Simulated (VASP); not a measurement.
# Li2O (Fm-3m) in VASP: phonons with r2SCAN

Aim: the phonons of Li2O with r2SCAN.

All numbers are computed with VASP 6.6.1; they aren't measurements. Logs are shortened: lines on timing, memory, paths and dates and some standing lists are left out, and cuts for length are marked.

**1. The cell of the first run**

Symmetry: Fm-3m, No. 225, cubic system. Conventional cell: a = 4.610 Å, b = 4.610 Å, c = 4.610 Å, α = 90.00°, β = 90.00°, γ = 90.00°. Li (site symmetry -43m) has 4 O at 2.00 Å and 6 Li at 2.30 Å within 2.6 Å. O (site symmetry m-3m) has 8 Li at 2.00 Å within 2.6 Å.

**2. Phonons, r2SCAN**

INCAR

```
  PREC = Accurate
  ENCUT = 830
  EDIFF = 1E-8
  ISMEAR = 0
  SIGMA = 0.01
  LREAL = False
  LASPH = True
  NELM = 120
  ALGO = Normal
  ISIF = 2
  LWAVE = False
  LCHARG = False
  METAGGA = R2SCAN
  LMIXTAU = True
  IBRION = 6
  NFREE = 2
  POTIM = 0.015
  NSW = 1
  GGA_COMPAT = False
```

KPOINTS

```
Automatic mesh
0
Gamma
  8 8 8
```

POSCAR

```
Li2O
1.0
    2.3048835368      2.3048835368      0.0000000000
   -2.3048835368      2.3048835368      0.0000000000
    0.0000000000      2.3048835368      2.3048835368
Li O
2 1
Direct
    0.2500000000      0.7500000000      0.5000000000
    0.7500000000      0.2500000000      0.5000000000
    0.0000000000      0.0000000000      0.0000000000
```

Potentials or basis: VASP PAW PBE potentials, release 64 (Li_sv, O).

On the command line:

```bash
> cat potpaw_PBE.64/Li_sv/POTCAR potpaw_PBE.64/O/POTCAR > POTCAR
> mpirun -np 1 vasp_std > vasp.out
```

OUTCAR:

```text
PREC = Accurate
   ENCUT = 830
   EDIFF = 1E-8
   ISMEAR = 0
   LREAL = False
   LASPH = True
   NELM = 120
   ISIF = 2
   METAGGA = R2SCAN
   IBRION = 6
   NFREE = 2
   POTIM = 0.015
   NSW = 1

 ion  position               nearest neighbor table
   1  0.250  0.750  0.500-   3 2.00   3 2.00   3 2.00   3 2.00   2 2.30   2 2.30   2 2.30   2 2.30
                             2 2.30   2 2.30
   2  0.750  0.250  0.500-   3 2.00   3 2.00   3 2.00   3 2.00   1 2.30   1 2.30   1 2.30   1 2.30
                             1 2.30   1 2.30
   3  0.000  0.000  0.000-   2 2.00   1 2.00   2 2.00   1 2.00   1 2.00   2 2.00   1 2.00   2 2.00

  LATTYP: Found a face centered cubic cell.
 ALAT       =     4.6097670736

  Lattice vectors:

 A1 = (   0.0000000000,   2.3048835368,   2.3048835368)
 A2 = (   2.3048835368,   0.0000000000,   2.3048835368)
 A3 = (   2.3048835368,   2.3048835368,   0.0000000000)

Analysis of symmetry for initial positions (statically):
=====================================================================
 Subroutine PRICEL returns:
 Original cell was already a primitive cell.

 Routine SETGRP: Setting up the symmetry group for a
 face centered cubic supercell.

 Subroutine GETGRP returns: Found 48 space group operations
 (whereof 48 operations were pure point group operations)
 out of a pool of 48 trial point group operations.

The static configuration has the point symmetry O_h .

Analysis of symmetry for dynamics (positions and initial velocities):
=====================================================================
 Subroutine PRICEL returns:
 Original cell was already a primitive cell.

 Routine SETGRP: Setting up the symmetry group for a
 face centered cubic supercell.

 Subroutine GETGRP returns: Found 48 space group operations
 (whereof 48 operations were pure point group operations)
 out of a pool of 48 trial point group operations.

The dynamic configuration has the point symmetry O_h .

 Subroutine INISYM returns: Found 48 space group operations
 (whereof 48 operations are pure point group operations),
[... 293 lines left out ...]
--------------------------------------- Ionic step        5  -------------------------------------------

 number of electron      11.9999999 magnetization

 Free energy of the ion-electron system (eV)
  ---------------------------------------------------
  ext. energy  EPLUGINS =         0.00000000
  ---------------------------------------------------
  free energy    TOTEN  =       -16.83887252 eV

  energy without entropy =      -16.83887252  energy(sigma->0) =      -16.83887252

 E-fermi :   1.0915     XC(G=0): -10.2996

 val. band max:        0.9620275594   @ k =   0.0000   0.0000   0.0000
 cond. band min:       6.6433453915   @ k =   0.0000  -1.0000  -0.5000
 fundamental gap:      5.6813178321
 Fermi energy:         1.0915180131

 k-point     1 :       0.0000    0.0000    0.0000
  band No.  band energies     occupation
      1     -43.3051      2.00000
      2     -42.9805      2.00000
      3     -15.4215      2.00000
      4       0.9612      2.00000
      5       0.9612      2.00000
      6       0.9620      2.00000
      7       7.0973      0.00000
      8      14.0922      0.00000
      9      14.0931      0.00000
     10      14.0931      0.00000
[... 287 lines left out ...]
 k-point    24 :       0.5000    0.2500    0.1250
  band No.  band energies     occupation
      1     -43.1269      2.00000
      2     -43.1262      2.00000
      3     -15.1901      2.00000
      4      -1.4676      2.00000
      5      -0.0346      2.00000
      6       0.1567      2.00000
      7       9.7085      0.00000
      8      12.2850      0.00000
      9      15.1558      0.00000
     10      15.5825      0.00000

 [... further k-points ...]

------------------------ aborting loop because EDIFF is reached ----------------------------------------

  FORCE on cell =-STRESS in cart. coord.  units (eV):
  Direction    XX          YY          ZZ          XY          YZ          ZX
  --------------------------------------------------------------------------------------
  -------------------------------------------------------------------------------------
  Total       -0.3094586     -0.3086203     -0.3086203      0.0000000     -0.0000000     -0.0000000
  in kB      -20.2458550    -20.1910114    -20.1910114      0.0000000     -0.0000000     -0.0000000
  external PRESSURE =     -20.2092926 kB  Pullay stress =       0.0000000 kB
[... 18 lines left out ...]
  FREE ENERGIE OF THE ION-ELECTRON SYSTEM (eV)
  ---------------------------------------------------
  free  energy   TOTEN  =       -16.8388725230 eV

  energy  without entropy=      -16.8388725230  energy(sigma->0) =      -16.83887252

 INTERNAL STRAIN TENSORS FROM DISPLACED ATOMS
 ============================================

 INTERNAL STRAIN TENSOR FOR ION    1 for displacements in x,y,z  (eV/Angst):
          X           Y           Z          XY          YZ          ZX
  --------------------------------------------------------------------------------
  x     0.00000    -0.00000    -0.00000     0.00000    -0.04788     0.00000
  y     0.00000     0.00000     0.00000     0.00000    -0.00000    -0.04788
  z     0.00000     0.00000     0.00000    -0.04788     0.00000     0.00000

 INTERNAL STRAIN TENSOR FOR ION    3 for displacements in x,y,z  (eV/Angst):
          X           Y           Z          XY          YZ          ZX
  --------------------------------------------------------------------------------
  x     0.00000     0.00000     0.00000     0.00000     0.00000     0.00000
  y     0.00000     0.00000     0.00000     0.00000     0.00000     0.00000
  z     0.00000     0.00000     0.00000     0.00000     0.00000     0.00000

 Eigenvectors and eigenvalues of the dynamical matrix
 ----------------------------------------------------

   1 f  =   16.379354 THz   102.914517 2PiTHz  546.356443 cm-1    67.739535 meV
             X         Y         Z           dx          dy          dz
     -1.152442  3.457325  1.152442    -0.000000   -0.000000    0.707107
      1.152442  3.457325  1.152442    -0.000000   -0.000000   -0.707107
      0.000000  0.000000  0.000000     0.000000   -0.000000    0.000000
[... 43 lines left out ...]
   9 f/i=    0.119639 THz     0.751717 2PiTHz    3.990743 cm-1     0.494789 meV
             X         Y         Z           dx          dy          dz
     -1.152442  3.457325  1.152442    -0.471566    0.082143   -0.006063
      1.152442  3.457325  1.152442    -0.471566    0.082143   -0.006063
      0.000000  0.000000  0.000000    -0.725015    0.126292   -0.009321

 ELASTIC MODULI CONTR FROM IONIC RELAXATION (kBar)
 Direction    XX          YY          ZZ          XY          YZ          ZX
 --------------------------------------------------------------------------------
 XX          -0.0000      0.0000     -0.0000     -0.0000      0.0000      0.0000
 YY           0.0000     -0.0000     -0.0000      0.0000     -0.0000     -0.0000
 ZZ          -0.0000     -0.0000     -0.0000     -0.0000     -0.0000      0.0000
 XY          -0.0000      0.0000     -0.0000     -0.0390      0.0000      0.0000
 YZ           0.0000     -0.0000     -0.0000      0.0000     -0.0390     -0.0000
 ZX           0.0000     -0.0000      0.0000      0.0000     -0.0000     -0.0390
 --------------------------------------------------------------------------------
```

OSZICAR:

```text
N       E                     dE             d eps       ncg     rms          rms(c)
DAV:   1     0.491445975133E+02    0.49145E+02   -0.80408E+03   588   0.181E+03
DAV:   2    -0.155544356725E+02   -0.64699E+02   -0.61437E+02   668   0.301E+02
DAV:   3    -0.213191974775E+02   -0.57648E+01   -0.57437E+01  1024   0.739E+01
DAV:   4    -0.214485402861E+02   -0.12934E+00   -0.12924E+00   794   0.109E+01
[... 89 lines left out ...]
DAV:  13    -0.168388725711E+02   -0.10809E-06   -0.11231E-08  1354   0.187E-03    0.740E-05
DAV:  14    -0.168388726035E+02   -0.32355E-07   -0.27931E-09  1014   0.104E-03    0.303E-05
DAV:  15    -0.168388725840E+02    0.19410E-07   -0.45779E-10   674   0.352E-04    0.348E-05
DAV:  16    -0.168388725148E+02    0.69277E-07   -0.57592E-10   674   0.367E-04    0.675E-06
DAV:  17    -0.168388725230E+02   -0.81832E-08   -0.45597E-11   672   0.105E-04
   5 F= -.16838873E+02 E0= -.16838873E+02  d E =-.205043E-77
```

stdout:

```text
POSCAR found type information on POSCAR LiO
 POSCAR found :  2 types and       3 ions
 scaLAPACK will be used
 -----------------------------------------------------------------------------
|                                                                             |
|                                                                             |
|     You enforced a specific xc type in the INCAR file but a different       |
|     I HOPE YOU KNOW WHAT YOU ARE DOING!                                     |
|                                                                             |
 -----------------------------------------------------------------------------

 LDA part: xc-table for (None), standard interpolation
 POSCAR, INCAR and KPOINTS ok, starting setup
 FFT: planning ... GRIDC
 FFT: planning ... GRID_SOFT
 FFT: planning ... GRID
 WAVECAR not read
 entering main loop
 Found     2 degrees of freedom:
 Finite differences POTIM= 0.01500 DOF=   2
 bond charge predicted
 Finite differences progress:
 bond charge predicted
 Finite differences progress:
 bond charge predicted
 Finite differences progress:
 bond charge predicted
 Finite differences progress:
```

Run time: 8 min. Hardware: 1 thread of Intel Xeon Platinum 8488C (Sapphire Rapids), shared host; peak memory 0.22 GiB.

What came out:

```yaml
Highest_phonon_frequency_at_Γ_LO-TO_splitting_left_out: 546 cm⁻¹
```

Phonon frequencies in cm⁻¹ (negative: imaginary):
```
              q point                       frequencies
(0.000, 0.000, 0.000)  -4 -4 -4 457 457 457 546 546 546
```

Caveat: the cell wasn't relaxed at this level first, which shifts response properties; the PAW data sets were made with another functional, which shifts forces and pressure a little.
